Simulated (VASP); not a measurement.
Write the native input for VASP 6.6.1 that does the following.

```yaml
Task: single point
Functional: PBEsol
Potentials_or_basis: VASP PAW PBE potentials, release 64 (Be, Te)
Cutoff: 600 eV
k_mesh: 8 × 8 × 8
Occupations: gaussian, width 0.01 eV
Spin: no spin polarisation
Dipole_correction: no
Further_INCAR_settings: ALGO = Normal; EDIFF = 1e-06; NBANDS = 11
```

The structure of BeTe lies in POSCAR:

```
BeTe
1.0
    0.0000000000      2.7887720440      2.7887720440
    2.7887720440      0.0000000000      2.7887720440
    2.7887720440      2.7887720440      0.0000000000
Be Te
1 1
Direct
    0.0000000000      0.0000000000      0.0000000000
    0.7500000000      0.7500000000      0.7500000000
```

One way to write it, as run:

INCAR

```
SYSTEM = BeTe
PREC = Accurate ; ENCUT = 600
EDIFF = 1E-6 ; ISMEAR = 0
SIGMA = 0.01 ; LREAL = .FALSE.
LASPH = .TRUE. ; NELM = 120
ALGO = Normal ; ISIF = 2
LWAVE = .FALSE. ; LCHARG = .TRUE.
GGA = PS ; LELF = .TRUE.
LVHAR = .TRUE. ; NBANDS = 11
GGA_COMPAT = .FALSE.
```

KPOINTS

```
Automatic mesh
0
G
  8 8 8
  0 0 0
```

Potentials or basis: VASP PAW PBE potentials, release 64 (Be, Te).

Launch:

```bash
$ cat potpaw_PBE.64/Be/POTCAR potpaw_PBE.64/Te/POTCAR > POTCAR
$ mpirun -np 1 vasp_std > vasp.out
```

Results of the run:

```json
{
  "Pressure": "1.2 GPa",
  "Band gap on the k mesh": "1.78 eV (least direct gap 3.57 eV)"
}
```

Caveat: the PAW data sets were made with another functional, which shifts forces and pressure a little; spin-orbit coupling is left out, which moves the levels of the heavy elements.

Wall time 17 s on 1 thread of Intel Xeon 8259CL, with other jobs on the host, peak memory 0.18 GiB.
